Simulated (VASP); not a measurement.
# AlIn2As3 (P3m1) in VASP: notebook

The runs below take AlIn2As3 through single point, relaxation of cell and atoms, with PBE.

All numbers are computed with VASP 6.6.1; they aren't measurements. Logs are shortened: lines on timing, memory, paths and dates and some standing lists are left out, and cuts for length are marked.

## 1. The cell of the first run

The structure is trigonal, space group P3m1 (No. 156). Conventional cell: a = 4.024 Å, b = 4.024 Å, c = 9.857 Å, α = 90.00°, β = 90.00°, γ = 120.00°. Within 3.3 Å of Al (site symmetry 3m) lie 4 As at 2.46 Å. Within 3.3 Å of In (site symmetry 3m) lie 4 As at 2.46 Å. In (site symmetry 3m) has 4 As at 2.46 Å within 3.3 Å. Within 3.3 Å of As (site symmetry 3m) lie 3 In at 2.46 Å and 1 Al at 2.46 Å. Within 3.3 Å of As (site symmetry 3m) lie 3 Al at 2.46 Å and 1 In at 2.46 Å. As (site symmetry 3m) has 4 In at 2.46 Å within 3.3 Å.

## 2. Single point, PBE

Contents of INCAR:

```
PREC = Accurate
ENCUT = 520
EDIFF = 1E-7
ISMEAR = 0
SIGMA = 0.1
LREAL = False
LASPH = True
NELM = 80
ALGO = Normal
ISIF = 2
LWAVE = False
LCHARG = False
GGA = PE
NBANDS = 31
```

Contents of KPOINTS:

```
Automatic mesh
0
Gamma
  6 6 2
```

Contents of POSCAR:

```
AlIn2As3
1.0
    4.0242195100      0.0000000000      0.0000000000
   -2.0121097600      3.4850763300      0.0000000000
    0.0000000000      0.0000000000      9.8572844200
Al In As
1 2 3
Direct
    0.3333333300      0.6666666700      0.6666666700
    0.0000000000      0.0000000000      0.0000000000
    0.6666666700      0.3333333300      0.3333333300
    0.3333333300      0.6666666700      0.9166666700
    0.6666666700      0.3333333300      0.5833333300
    0.0000000000      0.0000000000      0.2500000000
```

Potentials or basis: VASP PAW PBE potentials, release 64 (Al, In_d, As).

Started as:

```console
> cat potpaw_PBE.64/Al/POTCAR potpaw_PBE.64/In_d/POTCAR potpaw_PBE.64/As/POTCAR > POTCAR
> mpirun -np 1 vasp_std > vasp.out
```

OUTCAR:

```text
PREC = Accurate
   ENCUT = 520
   EDIFF = 1E-7
   ISMEAR = 0
   LREAL = False
   LASPH = True
   NELM = 80
   ISIF = 2
   GGA = PE

 ion  position               nearest neighbor table
   1  0.333  0.667  0.667-   5 2.46   4 2.46   5 2.46   5 2.46
   2  0.000  0.000  0.000-   4 2.46   4 2.46   6 2.46   4 2.46   3 4.02   3 4.02   3 4.02
   3  0.667  0.333  0.333-   6 2.46   6 2.46   5 2.46   6 2.46   2 4.02   2 4.02   2 4.02
   4  0.333  0.667  0.917-   2 2.46   2 2.46   1 2.46   2 2.46
   5  0.667  0.333  0.583-   1 2.46   3 2.46   1 2.46   1 2.46
   6  0.000  0.000  0.250-   3 2.46   3 2.46   2 2.46   3 2.46

  LATTYP: Found a hexagonal cell.
 ALAT       =     4.0242195100
 C/A-ratio  =     2.4494897447

  Lattice vectors:

 A1 = (   4.0242195100,   0.0000000000,   0.0000000000)
 A2 = (  -2.0121097600,   3.4850763300,   0.0000000000)
 A3 = (   0.0000000000,   0.0000000000,   9.8572844200)

Analysis of symmetry for initial positions (statically):
=====================================================================
 Subroutine PRICEL returns:
 Original cell was already a primitive cell.

 Routine SETGRP: Setting up the symmetry group for a
 hexagonal supercell.

 Subroutine GETGRP returns: Found  6 space group operations
 (whereof  6 operations were pure point group operations)
 out of a pool of 24 trial point group operations.

The static configuration has the point symmetry C_3v.

Analysis of symmetry for dynamics (positions and initial velocities):
=====================================================================
 Subroutine PRICEL returns:
 Original cell was already a primitive cell.

 Routine SETGRP: Setting up the symmetry group for a
 hexagonal supercell.

 Subroutine GETGRP returns: Found  6 space group operations
 (whereof  6 operations were pure point group operations)
 out of a pool of 24 trial point group operations.

The dynamic configuration has the point symmetry C_3v.

 Subroutine INISYM returns: Found  6 space group operations
 (whereof  6 operations are pure point group operations),
 and found     1 'primitive' translations

----------------------------------------------------------------------------------------

                                     Primitive cell

  volume of cell :     138.2456

  direct lattice vectors                    reciprocal lattice vectors
     4.024219510  0.000000000  0.000000000     0.248495391  0.143468881  0.000000000
    -2.012109760  3.485076330  0.000000000     0.000000000  0.286937761  0.000000000
     0.000000000  0.000000000  9.857284420     0.000000000  0.000000000  0.101447818

  length of vectors
     4.024219510  4.024219516  9.857284420     0.286937762  0.286937761  0.101447818

  position of ions in fractional coordinates (direct lattice)
     0.333333330  0.666666670  0.666666670
     0.000000000  0.000000000  0.000000000
     0.666666670  0.333333330  0.333333330
     0.333333330  0.666666670  0.916666670
     0.666666670  0.333333330  0.583333330
     0.000000000  0.000000000  0.250000000

  ion indices of the primitive-cell ions
   primitive index   ion index
                 1           1
                 2           2
                 3           3
                 4           4
                 5           5
                 6           6

----------------------------------------------------------------------------------------

 KPOINTS: Automatic mesh

Automatic generation of k-mesh.
 Grid dimensions read from file:
 generate k-points for:    6    6    2

 Generating k-lattice:

  Cartesian coordinates                     Fractional coordinates (reciprocal lattice)
     0.041415898  0.023911480  0.000000000     0.166666667  0.000000000  0.000000000
     0.000000000  0.047822960  0.000000000     0.000000000  0.166666667  0.000000000
     0.000000000  0.000000000  0.050723909     0.000000000  0.000000000  0.500000000

  Length of vectors
     0.047822960  0.047822960  0.050723909

  Shift w.r.t. Gamma in fractional coordinates (k-lattice)
     0.000000000  0.000000000  0.000000000

 Subroutine IBZKPT returns following result:
 ===========================================

 Found     14 irreducible k-points:

 Following reciprocal coordinates:
            Coordinates               Weight
  0.000000  0.000000  0.000000      1.000000
  0.166667  0.000000  0.000000      6.000000
  0.333333  0.000000  0.000000      6.000000
  0.500000  0.000000  0.000000      3.000000
  0.166667  0.166667  0.000000      6.000000
  0.333333  0.166667  0.000000     12.000000
  0.333333  0.333333  0.000000      2.000000
  0.000000  0.000000  0.500000      1.000000
  0.166667  0.000000  0.500000      6.000000
  0.333333  0.000000  0.500000      6.000000
  0.500000  0.000000  0.500000      3.000000
  0.166667  0.166667  0.500000      6.000000
  0.333333  0.166667  0.500000     12.000000
  0.333333  0.333333  0.500000      2.000000
   k-points           NKPTS =     14   k-points in BZ     NKDIM =     14   number of bands    NBANDS=     31
   number of dos      NEDOS =    301   number of ions     NIONS =      6
   total plane-waves  NPLWV =  72000
   dimension x,y,z NGX =    30 NGY =   30 NGZ =   80
   dimension x,y,z NGXF=    60 NGYF=   60 NGZF=  160
   ions per type =               1   2   3
   NGX,Y,Z   is equivalent  to a cutoff of  12.39, 12.39, 13.49 a.u.
   NGXF,Y,Z  is equivalent  to a cutoff of  24.79, 24.79, 26.98 a.u.
 SYSTEM =  unknown system
   PREC   = accura    normal or accurate (medium, high low for compatibility)
   ISTART =      0    job   : 0-new  1-cont  2-samecut
   ICHARG =      2    charge: 1-file 2-atom 10-const
   ISPIN  =      1    spin polarized calculation?
   LNONCOLLINEAR =      F non collinear calculations
   LSORBIT =      F    spin-orbit coupling
   LASPH  =      T    aspherical Exc in radial PAW
   ENCUT  =  520.0 eV  38.22 Ry    6.18 a.u.   7.48  7.48 18.33*2*pi/ulx,y,z
   NELM   =     80;   NELMIN=  2; NELMDL= -5     # of ELM steps
   EDIFF  = 0.1E-06   stopping-criterion for ELM
   LREAL  =      F    real-space projection
   EDIFFG = 0.1E-05   stopping-criterion for IOM
   NSW    =      0    number of steps for IOM
   IBRION =     -1    ionic relax: 0-MD 1-quasi-New 2-CG
   NFREE  =      0    steps in history (QN), initial steepest desc. (CG)
   ISIF   =      2    stress and relaxation
   ISYM   =      2    0-nonsym 1-usesym 2-fastsym
   POTIM  = 0.5000    time-step for ionic-motion
   TEBEG  =    0.0;   TEEND  =   0.0 temperature during run
   PSTRESS=    0.0 pullay stress
   NELECT =      44.0000    total number of electrons
   NUPDOWN=      -1.0000    fix difference up-down
   EMIN   =  10.00;   EMAX   =-10.00  energy-range for DOS
   EFERMI =   0.00;   METHOD = LEGACY
   ISMEAR =     0;   SIGMA  =   0.10  broadening in eV -4-tet -1-fermi 0-gaus
   EFERMI_NEDOS =   21; number of points for ismear=-14 and -15
   IALGO  =     38    algorithm
   IMIX   =      4    mixing-type and parameters
     AMIX     =   0.40;   BMIX     =  1.00
     AMIX_MAG =   1.60;   BMIX_MAG =  1.00
  volume/ion in A,a.u.               =      23.04       155.49
  Fermi-wavevector in a.u.,A,eV,Ry     =   1.117743  2.112228 16.998432  1.249350
  Thomas-Fermi vector in A             =   2.254368
   LORBIT       =      0    0 simple, 1 ext, 2 COOP (PROOUT), +10 PAW based schemes
   GGA     = PE    functional components
   LHFCALC =     F    Hartree Fock is set to
   AEXX    =    0.0000 exact exchange contribution
   IVDW    =     0    specifies the selected vdW correction
   LEPSILON=     F    determine dielectric tensor
   LRPA    =     F    only Hartree local field effects (RPA)
 non-spin polarized calculation
 Gauss-broadening in eV      SIGMA  =   0.10
  energy-cutoff  :      520.00
  volume of cell :      138.25
 maximum number of plane-waves:      3755
 NGX is ok and might be reduce to    30
   NGX = 15   NGY = 15   NGZ = 37

 number of electron      43.9999995 magnetization

 Free energy of the ion-electron system (eV)
  ---------------------------------------------------
  ext. energy  EPLUGINS =         0.00000000
  ---------------------------------------------------
  free energy    TOTEN  =       -23.37759658 eV

  energy without entropy =      -23.37759658  energy(sigma->0) =      -23.37759658

 E-fermi :   6.1824     XC(G=0):  -9.6037

 val. band max:        5.6932185800   @ k =   0.0000   0.0000   0.0000
 cond. band min:       6.7539955997   @ k =   0.0000   0.0000   0.0000
 fundamental gap:      1.0607770197
 Fermi energy:         6.1823534093

 k-point     1 :       0.0000    0.0000    0.0000
  band No.  band energies     occupation
      1      -9.2557      2.00000
      2      -9.1209      2.00000
      3      -9.0537      2.00000
      4      -9.0537      2.00000
      5      -8.9942      2.00000
      6      -8.9942      2.00000
[... 23 lines left out ...]
     30      10.2630      0.00000
     31      10.7215      0.00000

 k-point     2 :       0.1667    0.0000    0.0000
  band No.  band energies     occupation
      1      -9.2758      2.00000
      2      -9.1343      2.00000
      3      -9.0766      2.00000
      4      -9.0331      2.00000
      5      -8.9882      2.00000
      6      -8.9713      2.00000
[... 23 lines left out ...]
     30      10.5866      0.00000
     31      10.9172      0.00000

 k-point     3 :       0.3333    0.0000    0.0000
  band No.  band energies     occupation
      1      -9.3320      2.00000
      2      -9.1967      2.00000
      3      -9.0768      2.00000
      4      -8.9984      2.00000
      5      -8.9570      2.00000
      6      -8.9302      2.00000
[... 23 lines left out ...]
     30      11.4949      0.00000
     31      11.7154      0.00000

 k-point     4 :       0.5000    0.0000    0.0000
  band No.  band energies     occupation
      1      -9.3627      2.00000
      2      -9.2319      2.00000
      3      -9.0674      2.00000
      4      -8.9856      2.00000
      5      -8.9413      2.00000
      6      -8.9137      2.00000
[... 23 lines left out ...]
     30      11.7179      0.00000
     31      12.5406      0.00000

 k-point     5 :       0.1667    0.1667    0.0000
  band No.  band energies     occupation
      1      -9.3124      2.00000
      2      -9.1752      2.00000
      3      -9.0815      2.00000
      4      -9.0070      2.00000
      5      -8.9702      2.00000
      6      -8.9412      2.00000
[... 23 lines left out ...]
     30      10.6168      0.00000
     31      10.7908      0.00000
[... 202 lines left out ...]
     30      12.6959      0.00000
     31      13.3853      0.00000

 k-point    12 :       0.1667    0.1667    0.5000
  band No.  band energies     occupation
      1      -9.3121      2.00000
      2      -9.1779      2.00000
      3      -9.0790      2.00000
      4      -9.0070      2.00000
      5      -8.9703      2.00000
      6      -8.9412      2.00000
[... 23 lines left out ...]
     30      11.2635      0.00000
     31      11.7518      0.00000

 k-point    13 :       0.3333    0.1667    0.5000
  band No.  band energies     occupation
      1      -9.3507      2.00000
      2      -9.2211      2.00000
      3      -9.0675      2.00000
      4      -8.9905      2.00000
      5      -8.9453      2.00000
      6      -8.9250      2.00000
[... 23 lines left out ...]
     30      11.5123      0.00000
     31      11.8334      0.00000

 k-point    14 :       0.3333    0.3333    0.5000
  band No.  band energies     occupation
      1      -9.3535      2.00000
      2      -9.2261      2.00000
      3      -9.0629      2.00000
      4      -8.9890      2.00000
      5      -8.9357      2.00000
      6      -8.9327      2.00000
[... 23 lines left out ...]
     30      11.9070      0.00000
     31      11.9429      0.00000

------------------------ aborting loop because EDIFF is reached ----------------------------------------

  FORCE on cell =-STRESS in cart. coord.  units (eV):
  Direction    XX          YY          ZZ          XY          YZ          ZX
  --------------------------------------------------------------------------------------
  -------------------------------------------------------------------------------------
  Total       13.1602967     13.1602967     12.8719390     -0.0000000      0.0000000      0.0000000
  in kB      152.5193758    152.5193761    149.1774957     -0.0000002      0.0000000      0.0000000
  external PRESSURE =     151.4054159 kB  Pullay stress =       0.0000000 kB

 VOLUME and BASIS-vectors are now :
 -----------------------------------------------------------------------------
  energy-cutoff  :      520.00
  volume of cell :      138.25
      direct lattice vectors                 reciprocal lattice vectors
     4.024219510  0.000000000  0.000000000     0.248495391  0.143468881  0.000000000
    -2.012109760  3.485076330  0.000000000     0.000000000  0.286937761  0.000000000
     0.000000000  0.000000000  9.857284420     0.000000000  0.000000000  0.101447818

 POSITION                                       TOTAL-FORCE (eV/Angst)
 -----------------------------------------------------------------------------------
     -0.00000      2.32338      6.57152         0.000000     -0.000000      0.145102
      0.00000      0.00000      0.00000         0.000000      0.000000     -0.124126
      2.01211      1.16169      3.28576         0.000000      0.000000      0.001928
     -0.00000      2.32338      9.03584        -0.000000      0.000000     -1.685837
      2.01211      1.16169      5.75008         0.000000     -0.000000      1.679619
      0.00000      0.00000      2.46432         0.000000     -0.000000     -0.016685
 -----------------------------------------------------------------------------------
    total drift:                               -0.000011      0.000007     -0.000380

  FREE ENERGIE OF THE ION-ELECTRON SYSTEM (eV)
  ---------------------------------------------------
  free  energy   TOTEN  =       -23.3775965773 eV

  energy  without entropy=      -23.3775965773  energy(sigma->0) =      -23.37759658
```

Run time: 75 s. Hardware: 1 thread of Intel Xeon 6975P-C, shared host; peak memory 0.28 GiB.

What came out:

```yaml
Free_energy: -23.3776 eV
Pressure: 15.1 GPa
Largest_force: 1.686 eV/Å
Band_gap_on_the_k_mesh: 1.06 eV, direct
```

Forces in eV/Å, atoms in the order of the input:
```
Al   0.000  0.000  0.145
In   0.000  0.000 -0.124
In   0.000  0.000  0.002
As   0.000  0.000 -1.686
As   0.000  0.000  1.680
As   0.000  0.000 -0.017
```

Levels at points of the mesh, in eV from the valence-band top:
| k point | band 19 | band 20 | band 21 | band 22 | band 23 | band 24 | band 25 | band 26 |
| --- | --- | --- | --- | --- | --- | --- | --- | --- |
| (0.00, 0.00, 0.00) | -0.84 | -0.07 | 0.00 | 0.00 | 1.06 | 1.73 | 1.75 | 3.92 |
| (0.50, 0.00, 0.00) | -2.66 | -2.53 | -1.76 | -1.64 | 1.19 | 1.99 | 2.52 | 2.75 |
| (0.00, 0.00, 0.50) | -0.57 | -0.57 | -0.22 | -0.22 | 1.54 | 1.99 | 2.13 | 4.18 |
| (0.50, 0.00, 0.50) | -2.55 | -2.40 | -1.20 | -1.19 | 1.52 | 1.69 | 2.03 | 3.28 |

Caveat: spin-orbit coupling is left out, which moves the levels of the heavy elements; forces of over 1 eV/Å act on the atoms, so gaps and moduli don't describe the material at rest.

[end of part 1 of 2]
